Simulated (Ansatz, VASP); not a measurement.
AlGaN in VASP and in Ansatz

```
Al Ga N
1.0
     3.97322    0.00000    0.00000
     0.00000    3.97322    0.00000
     0.00000    0.00000    3.51487
Al Ga N
1 1 1
Cartesian
  0.0000 0.0000 0.0000
  1.9866 1.9866 0.0000
  0.0000 0.0000 1.7574
```

Alike in both runs: functional PBE; k mesh 4 × 4 × 6; occupations gaussian, width 0.1 eV; no spin polarisation.

Ansatz relaxed the structure, and its values are those at the end. VASP's run is a single point on that final structure, the one shown.

|  | VASP | Ansatz |
| --- | --- | --- |
| version | VASP 6.6.1 | Ansatz 0.2.0 |
| potentials or method | VASP PAW PBE potentials, release 64 (Al, Ga_d, N), cutoff 520 eV | scalar-relativistic, plane waves, PAW |
| valence electrons in the cell | 21 | 21 |

|  | VASP | Ansatz | Ansatz less VASP |
| --- | --- | --- | --- |
| gap on the k mesh at the Fermi level (eV) | none | none | - |
| pressure (GPa) | -0.2 | -0.2 | 0.00 |

A gap of «none» marks a metal or a gap that the smearing closes. With one functional, cell and mesh, what is left measures potentials, basis and numerics.

The k mesh is coarse, so the values compare programs but aren't converged.
